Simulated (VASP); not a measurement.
# Y (Im-3m) in VASP: a series of runs

The runs below take Y through single point, with PBE.

Everything below comes from runs of VASP 6.6.1. Logs are shortened: lines on timing, memory, paths and dates and some standing lists are left out, and cuts for length are marked.

**1. The cell of the first run**

It takes space group Im-3m (No. 229, cubic). The conventional cell has a = 3.690 Å, b = 3.690 Å, c = 3.690 Å, α = 90.00°, β = 90.00°, γ = 90.00°. Y (site symmetry m-3m) has 14 Y at 3.20 to 3.69 Å within 4.2 Å.

**2. Single point, PBE (volume scaled by 0.76)**

Contents of INCAR:

```
SYSTEM = Y
ALGO = Normal ; EDIFF = 1E-7
ENCUT = 520 ; GGA = PE
ISIF = 2 ; ISMEAR = -1
LASPH = .TRUE. ; LCHARG = .FALSE.
LREAL = .FALSE. ; LWAVE = .FALSE.
NBANDS = 12 ; NELM = 60
PREC = Accurate ; SIGMA = 0.08
```

Contents of KPOINTS:

```
k-points
0
G
  13 13 13
  0 0 0
```

Contents of POSCAR:

```
Y
1.0
   -1.8449671978      1.8449671978      1.8449671978
    1.8449671978     -1.8449671978      1.8449671978
    1.8449671978      1.8449671978     -1.8449671978
Y
1
Direct
    0.0000000000      0.0000000000      0.0000000000
```

Potentials or basis: VASP PAW PBE potentials, release 64 (Y_sv).

Launch:

```sh
cat potpaw_PBE.64/Y_sv/POTCAR > POTCAR
mpirun -np 1 vasp_std > vasp.out
```

OUTCAR:

```text
SYSTEM = Y
   EDIFF = 1E-7
   ENCUT = 520
   GGA = PE
   ISIF = 2
   ISMEAR = -1
   LASPH = .TRUE.
   LREAL = .FALSE.
   NELM = 60
   PREC = Accurate

 ion  position               nearest neighbor table
   1  0.000  0.000  0.000-

  LATTYP: Found a body centered cubic cell.
 ALAT       =     3.6899343956

  Lattice vectors:

 A1 = (  -1.8449671978,   1.8449671978,   1.8449671978)
 A2 = (   1.8449671978,  -1.8449671978,   1.8449671978)
 A3 = (   1.8449671978,   1.8449671978,  -1.8449671978)

Analysis of symmetry for initial positions (statically):
=====================================================================
 Subroutine PRICEL returns:
 Original cell was already a primitive cell.

 Routine SETGRP: Setting up the symmetry group for a
 body centered cubic supercell.

 Subroutine GETGRP returns: Found 48 space group operations
 (whereof 48 operations were pure point group operations)
 out of a pool of 48 trial point group operations.

The static configuration has the point symmetry O_h .

Analysis of symmetry for dynamics (positions and initial velocities):
=====================================================================
 Subroutine PRICEL returns:
 Original cell was already a primitive cell.

 Routine SETGRP: Setting up the symmetry group for a
 body centered cubic supercell.

 Subroutine GETGRP returns: Found 48 space group operations
 (whereof 48 operations were pure point group operations)
 out of a pool of 48 trial point group operations.

The dynamic configuration has the point symmetry O_h .

 Subroutine INISYM returns: Found 48 space group operations
 (whereof 48 operations are pure point group operations),
 and found     1 'primitive' translations

----------------------------------------------------------------------------------------

                                     Primitive cell

  volume of cell :      25.1204

  direct lattice vectors                    reciprocal lattice vectors
    -1.844967198  1.844967198  1.844967198     0.000000000  0.271007528  0.271007528
     1.844967198 -1.844967198  1.844967198     0.271007528  0.000000000  0.271007528
     1.844967198  1.844967198 -1.844967198     0.271007528  0.271007528  0.000000000

  length of vectors
     3.195576925  3.195576925  3.195576925     0.383262522  0.383262522  0.383262522

[... 82 lines left out ...]
   IBRION =     -1    ionic relax: 0-MD 1-quasi-New 2-CG
   NFREE  =      0    steps in history (QN), initial steepest desc. (CG)
   ISIF   =      2    stress and relaxation
   ISYM   =      2    0-nonsym 1-usesym 2-fastsym
   POTIM  = 0.5000    time-step for ionic-motion
   TEBEG  =    0.0;   TEEND  =   0.0 temperature during run
   PSTRESS=    0.0 pullay stress
   NELECT =      11.0000    total number of electrons
   NUPDOWN=      -1.0000    fix difference up-down
   EMIN   =  10.00;   EMAX   =-10.00  energy-range for DOS
   EFERMI =   0.00;   METHOD = LEGACY
   ISMEAR =    -1;   SIGMA  =   0.08  broadening in eV -4-tet -1-fermi 0-gaus
   EFERMI_NEDOS =   21; number of points for ismear=-14 and -15
   IALGO  =     38    algorithm
   IMIX   =      4    mixing-type and parameters
     AMIX     =   0.40;   BMIX     =  1.00
     AMIX_MAG =   1.60;   BMIX_MAG =  1.00
  volume/ion in A,a.u.               =      25.12       169.52
  Fermi-wavevector in a.u.,A,eV,Ry     =   1.243170  2.349250 21.027408  1.545471
  Thomas-Fermi vector in A             =   2.377492
   LORBIT       =      0    0 simple, 1 ext, 2 COOP (PROOUT), +10 PAW based schemes
   GGA     = PE    functional components
   LHFCALC =     F    Hartree Fock is set to
   AEXX    =    0.0000 exact exchange contribution
   IVDW    =     0    specifies the selected vdW correction
   LEPSILON=     F    determine dielectric tensor
   LRPA    =     F    only Hartree local field effects (RPA)
 non-spin polarized calculation
  energy-cutoff  :      520.00
  volume of cell :       25.12
 maximum number of plane-waves:       691
   NGX = 11   NGY = 11   NGZ = 11

 number of electron      11.0000000 magnetization

 Free energy of the ion-electron system (eV)
  ---------------------------------------------------
  ext. energy  EPLUGINS =         0.00000000
  ---------------------------------------------------
  free energy    TOTEN  =        -6.01631744 eV

  energy without entropy =       -5.97230265  energy(sigma->0) =       -5.99431005

 E-fermi :   4.5445     XC(G=0): -10.5187

 val. band max:        4.5293873626   @ k =  -0.3846  -0.3846   0.0769
 cond. band min:       4.5522652833   @ k =   0.3846   0.1538  -0.0000
 fundamental gap:      0.0228779207
 Fermi energy:         4.5445286617

 k-point     1 :       0.0000    0.0000    0.0000
  band No.  band energies     occupation
      1     -37.7229      2.00000
      2     -17.1000      2.00000
      3     -17.1000      2.00000
      4     -17.1000      2.00000
      5      -0.5588      2.00000
      6       6.5189      0.00000
      7       6.5189      0.00000
      8       6.5189      0.00000
      9       9.0259      0.00000
     10       9.0259      0.00000
     11      15.8287      0.00000
     12      15.8287      0.00000
[... 331 lines left out ...]
 k-point    24 :       0.2308    0.0769    0.0769
  band No.  band energies     occupation
      1     -37.5746      2.00000
      2     -18.0166      2.00000
      3     -17.3733      2.00000
      4     -17.1759      2.00000
      5       2.1415      2.00000
      6       4.8319      0.05359
      7       5.0151      0.00556
      8       8.9480      0.00000
      9       9.4129      0.00000
     10      10.3354      0.00000
     11      16.1529      0.00000
     12      17.3303      0.00000

 [... further k-points ...]

------------------------ aborting loop because EDIFF is reached ----------------------------------------

  FORCE on cell =-STRESS in cart. coord.  units (eV):
  Direction    XX          YY          ZZ          XY          YZ          ZX
  --------------------------------------------------------------------------------------
  -------------------------------------------------------------------------------------
  Total        2.4402131      2.4402131      2.4402131      0.0000000      0.0000000      0.0000000
  in kB      155.6368361    155.6368361    155.6368361      0.0000000      0.0000000      0.0000000
  external PRESSURE =     155.6368361 kB  Pullay stress =       0.0000000 kB

 VOLUME and BASIS-vectors are now :
 -----------------------------------------------------------------------------
  energy-cutoff  :      520.00
  volume of cell :       25.12
      direct lattice vectors                 reciprocal lattice vectors
    -1.844967198  1.844967198  1.844967198     0.000000000  0.271007528  0.271007528
     1.844967198 -1.844967198  1.844967198     0.271007528  0.000000000  0.271007528
     1.844967198  1.844967198 -1.844967198     0.271007528  0.271007528  0.000000000

 POSITION                                       TOTAL-FORCE (eV/Angst)
 -----------------------------------------------------------------------------------
      0.00000      0.00000      0.00000         0.000000      0.000000      0.000000
 -----------------------------------------------------------------------------------
    total drift:                                0.000000     -0.000000      0.000000

  FREE ENERGIE OF THE ION-ELECTRON SYSTEM (eV)
  ---------------------------------------------------
  free  energy   TOTEN  =        -6.0163174377 eV

  energy  without entropy=       -5.9723026546  energy(sigma->0) =       -5.99431005
```

OSZICAR:

```text
N       E                     dE             d eps       ncg     rms          rms(c)
DAV:   1     0.264277430183E+02    0.26428E+02   -0.57967E+03  2032   0.871E+02
DAV:   2    -0.481353760494E+01   -0.31241E+02   -0.30243E+02  2440   0.171E+02
DAV:   3    -0.609344736900E+01   -0.12799E+01   -0.12638E+01  2728   0.225E+01
DAV:   4    -0.611674993557E+01   -0.23303E-01   -0.23287E-01  2300   0.300E+00
DAV:   5    -0.611711558406E+01   -0.36565E-03   -0.36563E-03  2472   0.279E-01    0.268E+01
DAV:   6    -0.601726767206E+01    0.99848E-01   -0.16788E-01  2332   0.282E+00    0.162E+01
DAV:   7    -0.601934831879E+01   -0.20806E-02   -0.23787E-01  2572   0.339E+00    0.133E+00
DAV:   8    -0.601642715681E+01    0.29212E-02   -0.27682E-02  2260   0.138E+00    0.215E-01
DAV:   9    -0.601633119132E+01    0.95965E-04   -0.60729E-04  2428   0.210E-01    0.694E-02
DAV:  10    -0.601631670207E+01    0.14489E-04   -0.60013E-05  2352   0.694E-02    0.138E-02
DAV:  11    -0.601631877002E+01   -0.20680E-05   -0.83895E-06  2376   0.230E-02    0.179E-02
DAV:  12    -0.601631743682E+01    0.13332E-05   -0.22655E-06  2132   0.128E-02    0.662E-04
DAV:  13    -0.601631743770E+01   -0.88767E-09   -0.54230E-08  1716   0.206E-03
   1 F= -.60163174E+01 E0= -.59943100E+01  d E =-.440148E-01
```

stdout:

```text
POSCAR found type information on POSCAR Y
 POSCAR found :  1 types and       1 ions
 scaLAPACK will be used
 LDA part: xc-table for (Slater+PW92), standard interpolation
 POSCAR, INCAR and KPOINTS ok, starting setup
 FFT: planning ... GRIDC
 FFT: planning ... GRID_SOFT
 FFT: planning ... GRID
 WAVECAR not read
 entering main loop
```

It took 35 s on 1 thread of AMD EPYC 7R43 (Zen 3), shared host; peak memory 0.13 GiB.

What came out:

```yaml
Free_energy: -6.0163 eV
Pressure: 15.6 GPa
```

**3. Single point, PBE (volume scaled by 0.76)**

Contents of INCAR:

```
PREC = Accurate
ENCUT = 520
EDIFF = 1E-6
ISMEAR = -1
SIGMA = 0.08
LREAL = F
LASPH = T
NELM = 60
ALGO = Normal
ISIF = 2
LWAVE = F
LCHARG = T
GGA = PE
LELF = T
LVHAR = T
NBANDS = 12
```

Contents of KPOINTS:

```
regular mesh
0
Gamma
  13 13 13
```

POSCAR is that of step 2.

Potentials or basis: VASP PAW PBE potentials, release 64 (Y_sv).

Launch:

```sh
cat potpaw_PBE.64/Y_sv/POTCAR > POTCAR
mpirun -np 1 vasp_std > vasp.out
```

Run time: 33 s. Hardware: 1 thread of AMD EPYC 7R43 (Zen 3), shared host; peak memory 0.13 GiB.

Results (log left out):

- Free energy: -6.0163 eV
- Pressure: 15.6 GPa

Levels at points of the mesh, in eV from the Fermi level:
| k point | band 2 | band 3 | band 4 | band 5 | band 6 | band 7 | band 8 | band 9 |
| --- | --- | --- | --- | --- | --- | --- | --- | --- |
| (0.00, 0.00, 0.00) | -21.64 | -21.64 | -21.64 | -5.10 | 1.97 | 1.97 | 1.97 | 4.48 |
